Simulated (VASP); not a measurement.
## InSb: electric field gradients with PBEsol

Crystal: InSb.

```xyz
2
Lattice="0.0000 3.2606 3.2606 3.2606 0.0000 3.2606 3.2606 3.2606 0.0000" Properties=species:S:1:pos:R:3 pbc="T T T"
In    0.0000    0.0000    0.0000
Sb    4.8908    4.8908    4.8908
```

This cell differs from its parent crystal: volume scaled by 1.02.

| Quantity | Value |
| --- | --- |
| Program | VASP 6.6.1 |
| Task | electric field gradients |
| Functional | PBEsol |
| Potentials or basis | VASP PAW PBE potentials, release 64 (In_d, Sb) |
| Cutoff | 520 eV |
| k mesh | 9 × 9 × 9 |
| Occupations | fermi-dirac, width 0.05 eV |
| Spin | no spin polarisation |
| Dipole correction | no |
| Further INCAR settings | ALGO = Normal; EDIFF = 1e-08; NBANDS = 16 |

```yaml
Pressure: 0.0 GPa
Band_gap_on_the_k_mesh: zero (filled and empty bands touch)
```

Levels at points of the mesh, in eV from the Fermi level:
```tsv
k point	band 5	band 6	band 7	band 8	band 9	band 10	band 11	band 12	band 13	band 14
(0.00, 0.00, 0.00)	-14.48	-10.68	-0.43	-0.06	-0.06	-0.06	2.88	2.88	2.88	5.49
```

Wall time 50 s on 1 thread of AMD EPYC 7R13 Processor (Zen 3), with other jobs on the host, peak memory 0.19 GiB.

Caveat: without QUAD_EFG the Cq values of the log hold for a quadrupole moment of 1 mb, not for the nuclei; the PAW data sets were made with another functional, which shifts forces and pressure a little; spin-orbit coupling is left out, which moves the levels of the heavy elements.
